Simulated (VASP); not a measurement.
## W: single point with PBE+D3(BJ)

Slab: W, a slab with vacuum.

```
W
1.0
     5.47220    0.00000    0.00000
    -1.82407    5.15924    0.00000
     0.00000    0.00000   24.44253
W
12
Cartesian
  0.9120 1.2898 8.0000
  0.0000 3.8694 8.0000
  3.6481 1.2898 8.0000
  2.7361 3.8694 8.0000
  1.8144 2.5821 10.1665
  2.7317 -0.0123 10.1663
  -0.9474 2.5771 10.1687
  -0.0126 -0.0113 10.2015
  2.6617 4.0035 12.6478
  3.6166 1.3079 12.3948
  -0.0170 3.8632 12.4120
  0.9314 1.3570 12.3145
```

```
Program             : VASP 6.6.1
Task                : single point
Functional          : PBE
Dispersion          : D3(BJ)
Potentials or basis : VASP PAW PBE potentials, release 64 (W_sv)
Cutoff              : 400 eV
k mesh              : 4 × 4 × 1
Occupations         : gaussian, width 0.1 eV
Spin                : no spin polarisation
```

| Property | Result |
| --- | --- |
| Largest force | 2.370 eV/Å |
| Band gap on the k mesh | zero (band 84 reaches 0.43 eV, above the bottom of band 85 at -0.79 eV) |
| Dispersion energy per atom | -0.437 eV |

Forces in eV/Å, atoms in the order of the input:
```
W   -0.028  0.019  0.058
W   -0.141 -0.103 -0.003
W   -0.114 -0.077 -0.020
W    0.105  0.074 -0.171
W    0.124  0.296  0.509
W    0.100 -0.060  0.742
W    0.057  0.265  0.584
W   -0.105  0.015  0.153
W    0.362 -0.741 -2.222
W    0.189  0.481 -0.162
W   -0.209  0.293 -0.376
W   -0.340 -0.461  0.908
```

Levels at points of the mesh, in eV from the Fermi level:
| k point | band 81 | band 82 | band 83 | band 84 | band 85 | band 86 | band 87 | band 88 |
| --- | --- | --- | --- | --- | --- | --- | --- | --- |
| (0.00, 0.00, 0.00) | 0.06 | 0.32 | 0.56 | 0.71 | 1.29 | 1.37 | 1.40 | 1.52 |
| (0.50, 0.00, 0.00) | -0.96 | -0.81 | -0.78 | -0.48 | 0.18 | 0.30 | 0.39 | 0.53 |
| (0.00, 0.50, 0.00) | -0.98 | -0.82 | -0.77 | -0.50 | 0.19 | 0.30 | 0.41 | 0.51 |
| (0.50, 0.50, 0.00) | -0.88 | -0.79 | -0.71 | -0.57 | -0.50 | -0.41 | -0.11 | -0.04 |

Run time: 18 min on 1 thread of Intel(R) Xeon(R) Platinum 8488C (Sapphire Rapids), with other jobs on the host, peak memory 0.63 GiB.

Caveat: spin-orbit coupling is left out, which moves the levels of the heavy elements.
